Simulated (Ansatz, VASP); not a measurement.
**ZrS2 in VASP and in Ansatz**

```
Zr S
1.0
     3.62737    0.00000    0.00000
    -1.81369    3.14140    0.00000
     0.00000    0.00000    5.76903
Zr S
1 2
Direct
  0.00000 0.00000 0.00000
  0.66667 0.33333 0.75085
  0.33333 0.66667 0.24915
```

Change from the starting cell: strain along c alone, the other axes held, atoms relaxed: -2.0 %.

Alike in both runs: task relaxation of the atoms; functional PBEsol; k mesh 12 × 12 × 6; occupations gaussian, width 0.02 eV; no spin polarisation.

|  | VASP | Ansatz |
| --- | --- | --- |
| version | VASP 6.6.1 | Ansatz 0.2.0 |
| potentials or method | VASP PAW PBE potentials, release 64 (Zr_sv, S), cutoff 450 eV | scalar-relativistic, plane waves, PAW |
| valence electrons in the cell | 24 | 24 |

|  | VASP | Ansatz | Ansatz less VASP |
| --- | --- | --- | --- |
| gap on the k mesh at the Fermi level, each at its own relaxed structure (eV) | 0.67 | 0.67 | +0.003 |

VASP's potentials were made for PBE, not for PBEsol. Ansatz's warnings: stress scf threshold loose.
